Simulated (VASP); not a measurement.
# Ir3O in VASP: single point with PBE

Aim: the single point of Ir3O with PBE.

Everything below comes from runs of VASP 6.6.1. Logs are shortened: lines on timing, memory, paths and dates and some standing lists are left out, and cuts for length are marked.

## Step 1: The cell of the first run

The cell holds a slab with vacuum, 4 atoms: a = 2.737 Å, b = 2.737 Å, c = 19.188 Å, α = 90.00°, β = 90.00°, γ = 90.00°.

## Step 2: Single point, PBE

File INCAR:

```
SYSTEM = Ir3O
PREC = Accurate ; ENCUT = 520
EDIFF = 1E-6 ; ISMEAR = 0
SIGMA = 0.1 ; LREAL = .False.
LASPH = .True. ; NELM = 120
ALGO = Normal ; ISIF = 2
LWAVE = .False. ; LCHARG = .False.
LDIPOL = .True. ; IDIPOL = 3
DIPOL = 0.5 0.5 0.347 ; GGA = PE
NBANDS = 36 ; GGA_COMPAT = .False.
NELMDL = -8
```

File KPOINTS:

```
regular mesh
0
Gamma
  10 10 1
  0 0 0
```

File POSCAR:

```
Ir3O
1.0
    2.7367600872      0.0000000000      0.0000000000
    0.0000000000      2.7367600872      0.0000000000
    0.0000000000      0.0000000000     19.1883373414
Ir O
3 1
Direct
    0.5000000000      0.5000000000      0.2084599582
    0.0000000000      0.0000000000      0.3045662606
    0.5000000000      0.5000000000      0.4006776202
    0.5000000000      1.0000000000      0.4723566946
```

Potentials or basis: VASP PAW PBE potentials, release 64 (Ir_sv_GW, O).

Command:

```bash
cat potpaw_PBE.64/Ir_sv_GW/POTCAR potpaw_PBE.64/O/POTCAR > POTCAR
mpirun -np 1 vasp_std > vasp.out
```

OUTCAR:

```text
SYSTEM = Ir3O
   PREC = Accurate
   ENCUT = 520
   EDIFF = 1E-6
   ISMEAR = 0
   LREAL = .False.
   LASPH = .True.
   NELM = 120
   ISIF = 2
   GGA = PE
   NELMDL = -8

 ion  position               nearest neighbor table
   1  0.500  0.500  0.208-   2 2.67   2 2.67   2 2.67   2 2.67
   2  0.000  0.000  0.305-   1 2.67   1 2.67   1 2.67   1 2.67   3 2.67   3 2.67   3 2.67   3 2.67

   3  0.500  0.500  0.401-   4 1.94   4 1.94   2 2.67   2 2.67   2 2.67   2 2.67
   4  0.500  0.000  0.472-   3 1.94   3 1.94

  LATTYP: Found a simple tetragonal cell.
 ALAT       =     2.7367600872
 C/A-ratio  =     7.0113333760

  Lattice vectors:

 A1 = (   2.7367600872,   0.0000000000,   0.0000000000)
 A2 = (   0.0000000000,   2.7367600872,   0.0000000000)
 A3 = (   0.0000000000,   0.0000000000,  19.1883373414)

Analysis of symmetry for initial positions (statically):
=====================================================================
 Subroutine PRICEL returns:
 Original cell was already a primitive cell.

 Routine SETGRP: Setting up the symmetry group for a
 simple tetragonal supercell.

 Subroutine GETGRP returns: Found  4 space group operations
 (whereof  4 operations were pure point group operations)
 out of a pool of 16 trial point group operations.

The static configuration has the point symmetry C_2v.

Analysis of symmetry for dynamics (positions and initial velocities):
=====================================================================
 Subroutine PRICEL returns:
 Original cell was already a primitive cell.

 Routine SETGRP: Setting up the symmetry group for a
 simple tetragonal supercell.

 Subroutine GETGRP returns: Found  4 space group operations
 (whereof  4 operations were pure point group operations)
 out of a pool of 16 trial point group operations.

The dynamic configuration has the point symmetry C_2v.

 Subroutine INISYM returns: Found  4 space group operations
 (whereof  4 operations are pure point group operations),
 and found     1 'primitive' translations

----------------------------------------------------------------------------------------

                                     Primitive cell

  volume of cell :     143.7179

  direct lattice vectors                    reciprocal lattice vectors
     2.736760087  0.000000000  0.000000000     0.365395566  0.000000000  0.000000000
     0.000000000  2.736760087  0.000000000     0.000000000  0.365395566  0.000000000
     0.000000000  0.000000000 19.188337341     0.000000000  0.000000000  0.052114990

  length of vectors
     2.736760087  2.736760087 19.188337341     0.365395566  0.365395566  0.052114990

  position of ions in fractional coordinates (direct lattice)
     0.500000000  0.500000000  0.208459958
     0.000000000  0.000000000  0.304566261
     0.500000000  0.500000000  0.400677620
     0.500000000  0.000000000  0.472356695

  ion indices of the primitive-cell ions
   primitive index   ion index
                 1           1
                 2           2
                 3           3
                 4           4

----------------------------------------------------------------------------------------

 KPOINTS: regular mesh

Automatic generation of k-mesh.
 Grid dimensions read from file:
 generate k-points for:   10   10    1

 Generating k-lattice:

  Cartesian coordinates                     Fractional coordinates (reciprocal lattice)
     0.036539557  0.000000000  0.000000000     0.100000000  0.000000000  0.000000000
     0.000000000  0.036539557  0.000000000     0.000000000  0.100000000  0.000000000
     0.000000000  0.000000000  0.052114990     0.000000000  0.000000000  1.000000000

  Length of vectors
     0.036539557  0.036539557  0.052114990

  Shift w.r.t. Gamma in fractional coordinates (k-lattice)
     0.000000000  0.000000000  0.000000000

 Subroutine IBZKPT returns following result:
 ===========================================

 Found     36 irreducible k-points:

 Following reciprocal coordinates:
            Coordinates               Weight
  0.000000  0.000000  0.000000      1.000000
  0.100000  0.000000  0.000000      2.000000
  0.000000  0.100000  0.000000      2.000000
  0.200000  0.000000  0.000000      2.000000
  0.000000  0.200000  0.000000      2.000000
  0.300000  0.000000  0.000000      2.000000
[... 16 lines left out ...]
 -0.200000  0.300000  0.000000      4.000000
  0.400000  0.200000  0.000000      4.000000
 [... further k-points ...]
   k-points           NKPTS =     36   k-points in BZ     NKDIM =     36   number of bands    NBANDS=     36
   number of dos      NEDOS =    301   number of ions     NIONS =      4
   total plane-waves  NPLWV =  57600
   dimension x,y,z NGX =    20 NGY =   20 NGZ =  144
   dimension x,y,z NGXF=    40 NGYF=   40 NGZF=  288
   ions per type =               3   1
   NGX,Y,Z   is equivalent  to a cutoff of  12.15, 12.15, 12.48 a.u.
   NGXF,Y,Z  is equivalent  to a cutoff of  24.30, 24.30, 24.95 a.u.
 SYSTEM =  Ir3O
   PREC   = accura    normal or accurate (medium, high low for compatibility)
   ISTART =      0    job   : 0-new  1-cont  2-samecut
   ICHARG =      2    charge: 1-file 2-atom 10-const
   ISPIN  =      1    spin polarized calculation?
   LNONCOLLINEAR =      F non collinear calculations
   LSORBIT =      F    spin-orbit coupling
   LASPH  =      T    aspherical Exc in radial PAW
   ENCUT  =  520.0 eV  38.22 Ry    6.18 a.u.   5.09  5.09 35.68*2*pi/ulx,y,z
   NELM   =    120;   NELMIN=  2; NELMDL= -8     # of ELM steps
   EDIFF  = 0.1E-05   stopping-criterion for ELM
   LREAL  =      F    real-space projection
   EDIFFG = 0.1E-04   stopping-criterion for IOM
   NSW    =      0    number of steps for IOM
   IBRION =     -1    ionic relax: 0-MD 1-quasi-New 2-CG
   NFREE  =      0    steps in history (QN), initial steepest desc. (CG)
   ISIF   =      2    stress and relaxation
   ISYM   =      2    0-nonsym 1-usesym 2-fastsym
   POTIM  = 0.5000    time-step for ionic-motion
   TEBEG  =    0.0;   TEEND  =   0.0 temperature during run
   PSTRESS=    0.0 pullay stress
   NELECT =      57.0000    total number of electrons
   NUPDOWN=      -1.0000    fix difference up-down
   EMIN   =  10.00;   EMAX   =-10.00  energy-range for DOS
   EFERMI =   0.00;   METHOD = LEGACY
   ISMEAR =     0;   SIGMA  =   0.10  broadening in eV -4-tet -1-fermi 0-gaus
   EFERMI_NEDOS =   21; number of points for ismear=-14 and -15
   IALGO  =     38    algorithm
   IMIX   =      4    mixing-type and parameters
     AMIX     =   0.40;   BMIX     =  1.00
     AMIX_MAG =   1.60;   BMIX_MAG =  1.00
  volume/ion in A,a.u.               =      35.93       242.46
  Fermi-wavevector in a.u.,A,eV,Ry     =   1.202808  2.272977 19.684178  1.446746
  Thomas-Fermi vector in A             =   2.338579
   LORBIT       =      0    0 simple, 1 ext, 2 COOP (PROOUT), +10 PAW based schemes
   GGA     = PE    functional components
   LHFCALC =     F    Hartree Fock is set to
   AEXX    =    0.0000 exact exchange contribution
   IVDW    =     0    specifies the selected vdW correction
   LEPSILON=     F    determine dielectric tensor
   LRPA    =     F    only Hartree local field effects (RPA)
 non-spin polarized calculation
 Gauss-broadening in eV      SIGMA  =   0.10
  energy-cutoff  :      520.00
  volume of cell :      143.72
 maximum number of plane-waves:      3910
   NGX = 11   NGY = 11   NGZ = 71

 dipolmoment           0.000000      0.000000     -0.726753 electrons x Angstroem

 number of electron      56.9999996 magnetization

 dipolmoment           0.000000      0.000000      0.077876 electrons x Angstroem

 Free energy of the ion-electron system (eV)
  ---------------------------------------------------
  ext. energy  EPLUGINS =         0.00000000
  ---------------------------------------------------
  free energy    TOTEN  =       -32.00301718 eV

  energy without entropy =      -31.98044580  energy(sigma->0) =      -31.99173149

 E-fermi :  -0.2640     XC(G=0):  -5.8108

 val. band max:       -0.2713905248   @ k =   0.0000   0.3000   0.0000
 cond. band min:      -0.2560443683   @ k =   0.0000   0.0000   0.0000
 fundamental gap:      0.0153461565
 Fermi energy:        -0.2639716129

 k-point     1 :       0.0000    0.0000    0.0000
  band No.  band energies     occupation
      1     -93.7088      2.00000
      2     -93.2969      2.00000
      3     -92.3513      2.00000
      4     -50.7273      2.00000
      5     -50.4864      2.00000
      6     -50.1522      2.00000
[... 28 lines left out ...]
     35       5.1637      0.00000
     36       5.9227      0.00000

 k-point     2 :       0.1000    0.0000    0.0000
  band No.  band energies     occupation
      1     -93.7069      2.00000
      2     -93.2952      2.00000
      3     -92.3496      2.00000
      4     -50.7218      2.00000
      5     -50.4823      2.00000
      6     -50.2204      2.00000
[... 28 lines left out ...]
     35       5.3782      0.00000
     36       6.2885      0.00000

 k-point     3 :       0.0000    0.1000    0.0000
  band No.  band energies     occupation
      1     -93.7067      2.00000
      2     -93.2952      2.00000
      3     -92.3496      2.00000
      4     -50.7202      2.00000
      5     -50.5341      2.00000
      6     -50.1459      2.00000
[... 28 lines left out ...]
     35       5.3870      0.00000
     36       6.3558      0.00000

 k-point     4 :       0.2000    0.0000    0.0000
  band No.  band energies     occupation
      1     -93.7017      2.00000
      2     -93.2905      2.00000
      3     -92.3449      2.00000
      4     -50.7095      2.00000
      5     -50.4709      2.00000
      6     -50.3317      2.00000
[... 28 lines left out ...]
     35       5.9914      0.00000
     36       7.1089      0.00000

 k-point     5 :       0.0000    0.2000    0.0000
  band No.  band energies     occupation
      1     -93.7012      2.00000
      2     -93.2905      2.00000
      3     -92.3449      2.00000
      4     -50.7048      2.00000
      5     -50.6495      2.00000
      6     -50.1287      2.00000
[... 655 lines left out ...]
 k-point    22 :       0.3000    0.2000    0.0000
  band No.  band energies     occupation
      1     -93.6885      2.00000
      2     -93.2785      2.00000
      3     -92.3329      2.00000
      4     -50.6709      2.00000
      5     -50.6133      2.00000
      6     -50.4171      2.00000
[... 28 lines left out ...]
     35       7.5968      0.00000
     36       8.3087      0.00000

 k-point    23 :      -0.2000    0.3000    0.0000
  band No.  band energies     occupation
      1     -93.6880      2.00000
      2     -93.2785      2.00000
      3     -92.3329      2.00000
      4     -50.7659      2.00000
      5     -50.6638      2.00000
      6     -50.2833      2.00000
[... 28 lines left out ...]
     35       7.6040      0.00000
     36       8.4623      0.00000

 k-point    24 :       0.4000    0.2000    0.0000
  band No.  band energies     occupation
      1     -93.6834      2.00000
      2     -93.2737      2.00000
      3     -92.3280      2.00000
      4     -50.6696      2.00000
      5     -50.5996      2.00000
      6     -50.5060      2.00000
[... 28 lines left out ...]
     35       6.1605      0.00000
     36       8.4087      0.00000

 [... further k-points ...]

------------------------ aborting loop because EDIFF is reached ----------------------------------------

 vacuum level on the upper side and lower side of the slab       (xc-potential included)         0.762        -1.083

  FORCE on cell =-STRESS in cart. coord.  units (eV):
  Direction    XX          YY          ZZ          XY          YZ          ZX
  --------------------------------------------------------------------------------------
  -------------------------------------------------------------------------------------
  Total       -0.1228745     -1.2209750      2.5323622      0.0000000      0.0000000      0.0000000
  in kB       -1.3698136    -13.6115172     28.2309567      0.0000000      0.0000000      0.0000000
  external PRESSURE =       4.4165420 kB  Pullay stress =       0.0000000 kB

 VOLUME and BASIS-vectors are now :
 -----------------------------------------------------------------------------
  energy-cutoff  :      520.00
  volume of cell :      143.72
      direct lattice vectors                 reciprocal lattice vectors
     2.736760087  0.000000000  0.000000000     0.365395566  0.000000000  0.000000000
     0.000000000  2.736760087  0.000000000     0.000000000  0.365395566  0.000000000
     0.000000000  0.000000000 19.188337341     0.000000000  0.000000000  0.052114990

 POSITION                                       TOTAL-FORCE (eV/Angst)
 -----------------------------------------------------------------------------------
      1.36838      1.36838      4.00000         0.000000      0.000000     -0.321293
      0.00000      0.00000      5.84412         0.000000      0.000000     -1.091781
      1.36838      1.36838      7.68834         0.000000      0.000000      1.334946
      1.36838      0.00000      9.06374         0.000000      0.000000      0.078128
 -----------------------------------------------------------------------------------
    total drift:                                0.000000      0.000000     -0.000186

  FREE ENERGIE OF THE ION-ELECTRON SYSTEM (eV)
  ---------------------------------------------------
  free  energy   TOTEN  =       -32.0030171797 eV

  energy  without entropy=      -31.9804457956  energy(sigma->0) =      -31.99173149

 vacuum level on the upper side and lower side of the slab         6.978         5.082
```

It took 8 min on 1 thread of Intel Xeon Platinum 8175M at 2.50GHz (Skylake/Cascade Lake), shared host; peak memory 0.33 GiB.

What came out:

```yaml
Free_energy: -32.0030 eV
Largest_force: 1.335 eV/Å
Band_gap_on_the_k_mesh: zero (an odd number of electrons rules out a gap without spin polarisation)
```

Forces on the atoms (eV/Å):
```
Ir   0.000  0.000 -0.321
Ir   0.000  0.000 -1.092
Ir   0.000  0.000  1.335
O    0.000  0.000  0.078
```

Levels at points of the mesh, in eV from the Fermi level:
```tsv
k point	band 25	band 26	band 27	band 28	band 29	band 30	band 31	band 32
(0.00, 0.00, 0.00)	-1.72	-1.28	-1.23	-0.40	-0.18	0.01	0.91	1.02
(0.50, 0.00, 0.00)	-2.04	-1.44	-0.83	0.26	0.41	0.90	1.68	2.38
(0.00, 0.50, 0.00)	-2.54	-1.06	-0.55	-0.51	0.27	0.71	0.89	2.10
(0.50, 0.50, 0.00)	-0.38	0.35	0.54	1.16	1.24	1.66	2.12	3.50
```

Caveat: spin-orbit coupling is left out, which moves the levels of the heavy elements.
